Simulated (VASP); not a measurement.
Runs of VASP 6.6.1 on TiPt3. The structure is that of space group Pm-3m (No. 221), or close to it. The cells are those of the table. 

| cell | k mesh | gap on the mesh (eV) | pressure (GPa) |
| --- | --- | --- | --- |
| a = 3.783 Å, 4 atoms | 10 × 10 × 10 | none | 41.0 |
| a = 3.897 Å, 4 atoms | 12 × 12 × 12 | none | 9.7 |
| a = 3.948 Å, 4 atoms | 10 × 10 × 10 | none | -0.3 |
| a = 3.826 Å, 4 atoms | 10 × 10 × 10 | none | 27.7 |
| a = 3.868 Å, 4 atoms | 10 × 10 × 10 | none | 16.6 |
| a = 4.026 Å, 4 atoms | 10 × 10 × 10 | none | (b) |
| a = 3.908 Å, 4 atoms | 10 × 10 × 10 | none | 7.3 |
| a = 4.076 Å, 4 atoms | 10 × 10 × 10 | none | (a) |

Alike in all rows: task single point; level PBE; potentials or basis VASP PAW PBE potentials, release 64 (Ti_sv, Pt); no spin polarisation; cutoff (eV) 520; smearing gaussian 0.1 eV.

Problem. Fill in the values left out.

Solution. (a) -17.9; (b) -12.2.

Caveats: spin-orbit coupling is left out, which moves the levels of the heavy elements; the cell stands under pressure (at least some runs); the cell stands under tension (at least some runs).

A k mesh can miss the band edges, and the runs leave out spin-orbit coupling on Pt.

A gap of «none» marks levels without a gap at the run's occupations.
